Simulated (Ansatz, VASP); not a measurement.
**Lu: VASP beside Ansatz**

```xyz
2
Lattice="3.4571 0.0000 0.0000 -1.7286 2.9940 0.0000 0.0000 0.0000 5.3910" Properties=species:S:1:pos:R:3 pbc="T T T"
Lu    0.0000    1.9960    1.3477
Lu    1.7286    0.9980    4.0432
```

Change from the starting cell: volume scaled by 0.96, PAW files.

Alike in both runs: task electric field gradients; functional PBE; k mesh 12 × 12 × 6; occupations fermi-dirac, width 0.05 eV; no spin polarisation.

|  | VASP | Ansatz |
| --- | --- | --- |
| version | VASP 6.6.1 | Ansatz 0.2.0 |
| potentials or method | VASP PAW PBE potentials, release 64 (Lu) | PAW with Ansatz's default frozen-core files, scalar-relativistic |
| plane-wave cutoff (eV) | 520 | 420 |
| valence electrons in the cell | 50 | 50 |

Ansatz gave:

- pressure (GPa): 2.1
- traceless stress, the component that is largest in VASP (GPa): -0.09
- size of Vzz on the site where it differs most (V/Å²): 72.9

Question: What did VASP give for the same quantities?

Answer: Pressure (GPa): 2.2; traceless stress, the component that is largest in VASP (GPa): -0.09; size of Vzz on the site where it differs most (V/Å²): 83.6.

The functional is the same, so the differences come from potentials, cutoffs and numerics.

Spin-orbit coupling is off throughout.
